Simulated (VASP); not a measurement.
# Re (P6_3/mmc) in VASP: a series of runs

Re is run at these levels: PBEsol, RPBE; tasks: single point, relaxation of cell and atoms.

Everything below comes from runs of VASP 6.6.1. Logs are shortened: lines on timing, memory, paths and dates and some standing lists are left out, and cuts for length are marked.

### 1 The cell of the first run

Symmetry: P6_3/mmc, No. 194, hexagonal system. The conventional cell has a = 2.750 Å, b = 2.750 Å, c = 4.443 Å, α = 90.00°, β = 90.00°, γ = 120.00°. Within 3.6 Å of Re (site symmetry -6m2) lie 12 Re at 2.73 to 2.75 Å.

### 2 Single point, PBEsol

The input, INCAR:

```
SYSTEM = Re
PREC = Accurate
ENCUT = 520
EDIFF = 1E-6
ISMEAR = -1
SIGMA = 0.05
LREAL = .FALSE.
LASPH = .TRUE.
NELM = 60
ALGO = Normal
ISIF = 2
LWAVE = .FALSE.
LCHARG = .TRUE.
GGA = PS
LELF = .TRUE.
LVHAR = .TRUE.
NBANDS = 14
```

The input, KPOINTS:

```
regular mesh
0
G
  11 11 6
  0 0 0
```

The input, POSCAR:

```
Re
1.0
    2.7504684019      0.0000000000      0.0000000000
   -1.3752342010      2.3819755084      0.0000000000
    0.0000000000      0.0000000000      4.4434735579
Re
2
Direct
    0.6666666667      0.3333333333      0.7500000000
    0.3333333333      0.6666666667      0.2500000000
```

Potentials or basis: VASP PAW PBE potentials, release 64 (Re).

Command:

```
$ cat potpaw_PBE.64/Re/POTCAR > POTCAR
$ mpirun -np 1 vasp_std > vasp.out
```

OUTCAR:

```text
SYSTEM = Re
   PREC = Accurate
   ENCUT = 520
   EDIFF = 1E-6
   ISMEAR = -1
   LREAL = .FALSE.
   LASPH = .TRUE.
   NELM = 60
   ISIF = 2
   GGA = PS

 ion  position               nearest neighbor table
   1  0.667  0.333  0.750-   2 2.73   2 2.73   2 2.73   2 2.73   2 2.73   2 2.73
   2  0.333  0.667  0.250-   1 2.73   1 2.73   1 2.73   1 2.73   1 2.73   1 2.73

  LATTYP: Found a hexagonal cell.
 ALAT       =     2.7504684019
 C/A-ratio  =     1.6155333960

  Lattice vectors:

 A1 = (   2.7504684019,   0.0000000000,   0.0000000000)
 A2 = (  -1.3752342010,   2.3819755084,   0.0000000000)
 A3 = (   0.0000000000,   0.0000000000,   4.4434735579)

Analysis of symmetry for initial positions (statically):
=====================================================================
 Subroutine PRICEL returns:
 Original cell was already a primitive cell.

 Routine SETGRP: Setting up the symmetry group for a
 hexagonal supercell.

 Subroutine GETGRP returns: Found 24 space group operations
 (whereof 12 operations were pure point group operations)
 out of a pool of 24 trial point group operations.

The static configuration has the point symmetry D_3d.
 The point group associated with its full space group is D_6h.

Analysis of symmetry for dynamics (positions and initial velocities):
=====================================================================
 Subroutine PRICEL returns:
 Original cell was already a primitive cell.

 Routine SETGRP: Setting up the symmetry group for a
 hexagonal supercell.

 Subroutine GETGRP returns: Found 24 space group operations
 (whereof 12 operations were pure point group operations)
 out of a pool of 24 trial point group operations.

The dynamic configuration has the point symmetry D_3d.
 The point group associated with its full space group is D_6h.

 Subroutine INISYM returns: Found 24 space group operations
 (whereof 12 operations are pure point group operations),
 and found     1 'primitive' translations

----------------------------------------------------------------------------------------

                                     Primitive cell

  volume of cell :      29.1116

  direct lattice vectors                    reciprocal lattice vectors
     2.750468402  0.000000000  0.000000000     0.363574437  0.209909799  0.000000000
    -1.375234201  2.381975508  0.000000000     0.000000000  0.419819598  0.000000000
     0.000000000  0.000000000  4.443473558     0.000000000  0.000000000  0.225049162

  length of vectors
     2.750468402  2.750468402  4.443473558     0.419819598  0.419819598  0.225049162

  position of ions in fractional coordinates (direct lattice)
     0.666666667  0.333333333  0.750000000
     0.333333333  0.666666667  0.250000000

  ion indices of the primitive-cell ions
   primitive index   ion index
                 1           1
                 2           2

----------------------------------------------------------------------------------------

 KPOINTS: regular mesh

Automatic generation of k-mesh.
 Grid dimensions read from file:
 generate k-points for:   11   11    6

 Generating k-lattice:

  Cartesian coordinates                     Fractional coordinates (reciprocal lattice)
     0.033052222  0.019082709  0.000000000     0.090909091  0.000000000  0.000000000
     0.000000000  0.038165418  0.000000000     0.000000000  0.090909091  0.000000000
     0.000000000  0.000000000  0.037508194     0.000000000  0.000000000  0.166666667

  Length of vectors
     0.038165418  0.038165418  0.037508194

  Shift w.r.t. Gamma in fractional coordinates (k-lattice)
     0.000000000  0.000000000  0.000000000

 Subroutine IBZKPT returns following result:
 ===========================================

 Found     64 irreducible k-points:

 Following reciprocal coordinates:
            Coordinates               Weight
  0.000000  0.000000  0.000000      1.000000
  0.090909 -0.000000  0.000000      6.000000
  0.181818 -0.000000  0.000000      6.000000
  0.272727  0.000000  0.000000      6.000000
  0.363636  0.000000  0.000000      6.000000
  0.454545 -0.000000  0.000000      6.000000
[... 16 lines left out ...]
  0.090909  0.090909  0.166667     12.000000
  0.181818  0.090909  0.166667     24.000000
 [... further k-points ...]
   k-points           NKPTS =     64   k-points in BZ     NKDIM =     64   number of bands    NBANDS=     14
   number of dos      NEDOS =    301   number of ions     NIONS =      2
   total plane-waves  NPLWV =  14400
   dimension x,y,z NGX =    20 NGY =   20 NGZ =   36
   dimension x,y,z NGXF=    40 NGYF=   40 NGZF=   72
   ions per type =               2
   NGX,Y,Z   is equivalent  to a cutoff of  12.09, 12.09, 13.47 a.u.
   NGXF,Y,Z  is equivalent  to a cutoff of  24.18, 24.18, 26.94 a.u.
 SYSTEM =  Re
   PREC   = accura    normal or accurate (medium, high low for compatibility)
   ISTART =      0    job   : 0-new  1-cont  2-samecut
   ICHARG =      2    charge: 1-file 2-atom 10-const
   ISPIN  =      1    spin polarized calculation?
   LNONCOLLINEAR =      F non collinear calculations
   LSORBIT =      F    spin-orbit coupling
   LASPH  =      T    aspherical Exc in radial PAW
   ENCUT  =  520.0 eV  38.22 Ry    6.18 a.u.   5.11  5.11  8.26*2*pi/ulx,y,z
   NELM   =     60;   NELMIN=  2; NELMDL= -5     # of ELM steps
   EDIFF  = 0.1E-05   stopping-criterion for ELM
   LREAL  =      F    real-space projection
   EDIFFG = 0.1E-04   stopping-criterion for IOM
   NSW    =      0    number of steps for IOM
   IBRION =     -1    ionic relax: 0-MD 1-quasi-New 2-CG
   NFREE  =      0    steps in history (QN), initial steepest desc. (CG)
   ISIF   =      2    stress and relaxation
   ISYM   =      2    0-nonsym 1-usesym 2-fastsym
   POTIM  = 0.5000    time-step for ionic-motion
   TEBEG  =    0.0;   TEEND  =   0.0 temperature during run
   PSTRESS=    0.0 pullay stress
   NELECT =      14.0000    total number of electrons
   NUPDOWN=      -1.0000    fix difference up-down
   EMIN   =  10.00;   EMAX   =-10.00  energy-range for DOS
   EFERMI =   0.00;   METHOD = LEGACY
   ISMEAR =    -1;   SIGMA  =   0.05  broadening in eV -4-tet -1-fermi 0-gaus
   EFERMI_NEDOS =   21; number of points for ismear=-14 and -15
   IALGO  =     38    algorithm
   IMIX   =      4    mixing-type and parameters
     AMIX     =   0.40;   BMIX     =  1.00
     AMIX_MAG =   1.60;   BMIX_MAG =  1.00
  volume/ion in A,a.u.               =      14.56        98.23
  Fermi-wavevector in a.u.,A,eV,Ry     =   1.282612  2.423785 22.382859  1.645094
  Thomas-Fermi vector in A             =   2.414913
   LORBIT       =      0    0 simple, 1 ext, 2 COOP (PROOUT), +10 PAW based schemes
   GGA     = PS    functional components
   LHFCALC =     F    Hartree Fock is set to
   AEXX    =    0.0000 exact exchange contribution
   IVDW    =     0    specifies the selected vdW correction
   LEPSILON=     F    determine dielectric tensor
   LRPA    =     F    only Hartree local field effects (RPA)
 non-spin polarized calculation
  energy-cutoff  :      520.00
  volume of cell :       29.11
 maximum number of plane-waves:       793
   NGX = 11   NGY = 11   NGZ = 17

 number of electron      14.0000001 magnetization

 Free energy of the ion-electron system (eV)
  ---------------------------------------------------
  ext. energy  EPLUGINS =         0.00000000
  ---------------------------------------------------
  free energy    TOTEN  =       -26.73991146 eV

  energy without entropy =      -26.72639866  energy(sigma->0) =      -26.73315506

 E-fermi :   7.8589     XC(G=0): -13.8787

 val. band max:        7.8376921362   @ k =   0.1818  -0.0000   0.1667
 cond. band min:       7.9083881985   @ k =   0.3636   0.1818   0.3333
 fundamental gap:      0.0706960623
 Fermi energy:         7.8588790802

 k-point     1 :       0.0000    0.0000    0.0000
  band No.  band energies     occupation
      1      -2.1216      2.00000
      2       1.1293      2.00000
      3       6.2347      2.00000
      4       6.2375      2.00000
      5       6.2375      2.00000
      6       7.0906      2.00000
      7       7.0906      2.00000
      8       8.0416      0.05045
      9       8.0416      0.05045
     10       8.4824      0.00001
     11      11.2718      0.00000
     12      11.2718      0.00000
     13      17.9888      0.00000
     14      22.0400      0.00000

 k-point     2 :       0.0909   -0.0000    0.0000
  band No.  band energies     occupation
      1      -1.7811      2.00000
      2       1.4470      2.00000
      3       5.5923      2.00000
      4       6.5522      2.00000
      5       6.7348      2.00000
      6       6.9001      2.00000
      7       7.2188      1.99999
      8       7.3881      1.99984
      9       7.7847      1.63004
     10       7.9906      0.13390
     11      11.4443      0.00000
     12      12.6056      0.00000
     13      17.9664      0.00000
     14      22.7901      0.00000

 k-point     3 :       0.1818   -0.0000    0.0000
  band No.  band energies     occupation
      1      -0.8427      2.00000
      2       2.1982      2.00000
      3       4.9148      2.00000
      4       5.5512      2.00000
      5       6.2786      2.00000
      6       7.2151      1.99999
      7       7.4662      1.99922
      8       7.5589      1.99505
      9       7.5948      1.98987
     10       8.2444      0.00090
     11      11.7812      0.00000
     12      14.8376      0.00000
     13      17.7544      0.00000
     14      24.2819      0.00000
[... 324 lines left out ...]
 k-point    23 :       0.0909    0.0909    0.1667
  band No.  band energies     occupation
      1      -0.8374      2.00000
      2       2.0629      2.00000
      3       5.0857      2.00000
      4       5.3190      2.00000
      5       6.2504      2.00000
      6       6.7777      2.00000
      7       7.0010      2.00000
      8       7.5833      1.99195
      9       8.3358      0.00014
     10       8.3770      0.00006
     11      11.5446      0.00000
     12      13.3497      0.00000
     13      19.2510      0.00000
     14      23.4886      0.00000

 k-point    24 :       0.1818    0.0909    0.1667
  band No.  band energies     occupation
      1       0.2257      2.00000
      2       2.8615      2.00000
      3       4.2338      2.00000
      4       4.5798      2.00000
      5       5.8664      2.00000
      6       6.5687      2.00000
      7       7.1909      2.00000
      8       8.1482      0.00612
      9       8.8758      0.00000
     10       9.2749      0.00000
     11      11.6826      0.00000
     12      14.7776      0.00000
     13      19.1533      0.00000
     14      23.9521      0.00000

 [... further k-points ...]
[... 5 lines left out ...]
  --------------------------------------------------------------------------------------
  -------------------------------------------------------------------------------------
  Total       -0.0002511     -0.0002511     -0.0296118      0.0000000      0.0000000      0.0000000
  in kB       -0.0138190     -0.0138190     -1.6297032      0.0000000      0.0000000      0.0000000
  external PRESSURE =      -0.5524471 kB  Pullay stress =       0.0000000 kB

 VOLUME and BASIS-vectors are now :
 -----------------------------------------------------------------------------
  energy-cutoff  :      520.00
  volume of cell :       29.11
      direct lattice vectors                 reciprocal lattice vectors
     2.750468402  0.000000000  0.000000000     0.363574437  0.209909799  0.000000000
    -1.375234201  2.381975508  0.000000000     0.000000000  0.419819598  0.000000000
     0.000000000  0.000000000  4.443473558     0.000000000  0.000000000  0.225049162

 POSITION                                       TOTAL-FORCE (eV/Angst)
 -----------------------------------------------------------------------------------
      1.37523      0.79399      3.33261         0.000000      0.000000      0.000000
     -0.00000      1.58798      1.11087        -0.000000     -0.000000      0.000000
 -----------------------------------------------------------------------------------
    total drift:                                0.000000     -0.000000     -0.000000

  FREE ENERGIE OF THE ION-ELECTRON SYSTEM (eV)
  ---------------------------------------------------
  free  energy   TOTEN  =       -26.7399114584 eV

  energy  without entropy=      -26.7263986613  energy(sigma->0) =      -26.73315506
```

It took 30 s on 1 thread of Intel Xeon 8259CL, shared host; peak memory 0.15 GiB.

Results:

- Free energy: -26.7399 eV
- Pressure: -0.1 GPa
- Band gap on the k mesh: zero (bands 7 and 8 overlap by 3.12 eV)

Caveat: the PAW data sets were made with another functional, which shifts forces and pressure a little; spin-orbit coupling is left out, which moves the levels of the heavy elements.

### 3 Single point, RPBE

This run uses another cell than the first one, of 15.12 Å³/atom.

The input, INCAR:

```
  PREC = Accurate
  ENCUT = 520
  EDIFF = 1E-6
  ISMEAR = -1
  SIGMA = 0.05
  LREAL = False
  LASPH = True
  NELM = 100
  ALGO = Normal
  ISIF = 2
  LWAVE = False
  LCHARG = False
  GGA = RP
  NBANDS = 14
```

The input, KPOINTS:

```
regular mesh
0
Gamma
  11 11 6
```

The input, POSCAR:

```
Re
1.0
    2.7844478740      0.0000000000      0.0000000000
   -1.3922239370      2.4114025944      0.0000000000
    0.0000000000      0.0000000000      4.5026325689
Re
2
Direct
    0.6666666667      0.3333333333      0.7500000000
    0.3333333333      0.6666666667      0.2500000000
```

Potentials or basis: VASP PAW PBE potentials, release 64 (Re).

Command:

```
$ cat potpaw_PBE.64/Re/POTCAR > POTCAR
$ mpirun -np 1 vasp_std > vasp.out
```

It took 41 s on 1 thread of Intel Xeon 8259CL, shared host; peak memory 0.17 GiB.

Results (log left out):

| Quantity | Value |
| --- | --- |
| Free energy | -23.6399 eV |
| Pressure | -0.8 GPa |
| Band gap on the k mesh | zero (bands 7 and 8 overlap by 2.89 eV) |

Stress tensor (GPa, compression positive):
```
-0.77  0.00  0.00
 0.00 -0.77  0.00
 0.00  0.00 -1.00
```

Levels at points of the mesh, in eV from the Fermi level:
```csv
k point,band 3,band 4,band 5,band 6,band 7,band 8,band 9,band 10,band 11,band 12
"(0.00, 0.00, 0.00)",-1.53,-1.51,-1.51,-0.71,-0.71,0.19,0.19,0.53,3.23,3.23
"(0.00, 0.00, 0.50)",-2.32,-2.32,-1.63,-1.63,-1.63,-1.63,2.44,2.44,2.44,2.44
```

Caveat: the PAW data sets were made with another functional, which shifts forces and pressure a little; spin-orbit coupling is left out, which moves the levels of the heavy elements.

[end of part 1 of 2]
